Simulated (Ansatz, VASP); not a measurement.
## Cd4Te in VASP and in Ansatz

```
CELL_PARAMETERS angstrom
-3.46752 3.46752 3.46752
3.46752 -3.46752 3.46752
3.46752 3.46752 -3.46752
ATOMIC_POSITIONS crystal
Cd 0.00000 0.00000 0.50000
Cd 0.00000 0.50000 0.00000
Cd 0.50000 0.00000 0.00000
Cd 0.50000 0.50000 0.50000
Te 0.00000 0.00000 0.00000
```

Change from the starting cell: species swapped into the MnGa4 type (Im-3m, No. 229).

Alike in both runs: task relaxation of cell and atoms; functional PBE; k mesh 8 × 8 × 8; occupations gaussian, width 0.1 eV; no spin polarisation.

```csv
,VASP,Ansatz
version,VASP 6.6.1,Ansatz 0.2.0
potentials or method,"VASP PAW PBE potentials, release 64 (Cd, Te), cutoff 600 eV","scalar-relativistic, plane waves, PAW"
valence electrons in the cell,54,96
```

Ansatz gave:

* gap on the k mesh at the Fermi level, each at its own relaxed structure (eV): none
* relaxed volume (Å³/atom): 33.66
* relaxed cell length with the largest relative difference (Å): 6.024

Q: What did VASP give for the same quantities?

A: gap on the k mesh at the Fermi level, each at its own relaxed structure (eV): none; relaxed volume (Å³/atom): 33.70; relaxed cell length with the largest relative difference (Å): 6.026.

A gap of «none» marks a metal or a gap that the smearing closes. VASP's potentials hold 54 valence electrons a cell and Ansatz's 96, so a difference there can come from the potentials and not from the codes.

Spin-orbit coupling is off throughout.
